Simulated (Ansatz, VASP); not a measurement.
# MnBe3Te4 in VASP and in Ansatz

File INCAR:

```
PREC     = Accurate       # precision mode
ENCUT    = 520            # plane-wave cutoff, eV
EDIFF    = 1E-6           # SCF threshold, eV
ISMEAR   = 0              # smearing method
SIGMA    = 0.1            # smearing width, eV
LREAL    = False          # projectors in reciprocal space
LASPH    = True           # aspherical terms in the spheres
NELM     = 150            # most SCF steps
ALGO     = Normal         # electronic algorithm
ISIF     = 2              # what is computed and relaxed
LWAVE    = False          # write WAVECAR
LCHARG   = True           # write CHGCAR
ISPIN    = 2              # spin polarisation
MAGMOM   = 0 0 0 4 0 0 0 0 # initial moments
LORBIT   = 11             # projections on sites
LMAXMIX  = 4              # l up to which the mixer works
GGA      = PE             # functional
LELF     = True           # ELF
LVHAR    = True         
NBANDS   = 36             # bands
```

File KPOINTS:

```
Automatic mesh
0
Gamma
  4 4 4
```

File POSCAR:

```
MnBe3Te4
1.0
    5.6715847300      0.0000000000      0.0000000000
    0.0000000000      5.6715847300      0.0000000000
    0.0000000000      0.0000000000      5.6715847300
Be Mn Te
3 1 4
Direct
    0.0000000000      0.5000000000      0.5000000000
    0.5000000000      0.5000000000      0.0000000000
    0.5000000000      0.0000000000      0.5000000000
    0.0000000000      0.0000000000      0.0000000000
    0.7636086300      0.7636086300      0.2363913700
    0.7636086300      0.2363913700      0.7636086300
    0.2363913700      0.7636086300      0.7636086300
    0.2363913700      0.2363913700      0.2363913700
```

Input for Ansatz:

```yaml
crystal:
  lattice:
    - [5.67158473, 0.0, 0.0]
    - [0.0, 5.67158473, 0.0]
    - [0.0, 0.0, 5.67158473]
  atoms:
    - { symbol: Be, position: [0.0, 0.5, 0.5] }
    - { symbol: Be, position: [0.5, 0.5, 0.0] }
    - { symbol: Be, position: [0.5, 0.0, 0.5] }
    - { symbol: Mn, position: [0.0, 0.0, 0.0], spin: 4.0 }
    - { symbol: Te, position: [0.76360863, 0.76360863, 0.23639137] }
    - { symbol: Te, position: [0.76360863, 0.23639137, 0.76360863] }
    - { symbol: Te, position: [0.23639137, 0.76360863, 0.76360863] }
    - { symbol: Te, position: [0.23639137, 0.23639137, 0.23639137] }
basis:
  ecutwfc: 420
kpoints:
  mp_grid: { grid: [4, 4, 4] }
hamiltonian:
  xc: pbe
scf:
  occupations: { method: gaussian, width: 0.1 }
  lower_state_search: "off"
output:
  forces: true
  stress: true
  eigenvalues: true
  populations: true
magnetization:
  spin_polarized: true
```

Change from the starting cell: species swapped into the ZnCd3S4 type (P-43m, No. 215).

Alike in both runs: task single point; functional PBE; k mesh 4 × 4 × 4; occupations gaussian, width 0.1 eV; collinear spin.

|  | VASP | Ansatz |
| --- | --- | --- |
| version | VASP 6.6.1 | Ansatz 0.2.0 |
| potentials or method | VASP PAW PBE potentials, release 64 (Be, Mn_pv, Te), cutoff 520 eV | scalar-relativistic, plane waves, PAW |
| valence electrons in the cell | 43 | 85 |

Ansatz gave:

```
gap on the k mesh at the Fermi level (eV)                     : none
pressure (GPa)                                                : 8.3
rms of the force components (eV/Å)                            : 1.675
net moment per atom (μB)                                      : 0.57
size of the moment on the site where the two differ most (μB) : 3.16
```

Problem. Which values does VASP return?

Solution. gap on the k mesh at the Fermi level (eV): none; pressure (GPa): 8.3; rms of the force components (eV/Å): 1.655; net moment per atom (μB): 0.57; size of the moment on the site where the two differ most (μB): 3.37.

Site moments also hang on the region over which each program counts them. Atom by atom the forces differ by 0.020 eV/Å (rms over components). A gap of «none» marks a metal or a gap that the smearing closes. With one functional, cell and mesh, what is left measures potentials, basis and numerics. VASP's potentials hold 43 valence electrons a cell and Ansatz's 85, so a difference there can come from the potentials and not from the codes.

Spin-orbit coupling is off throughout.
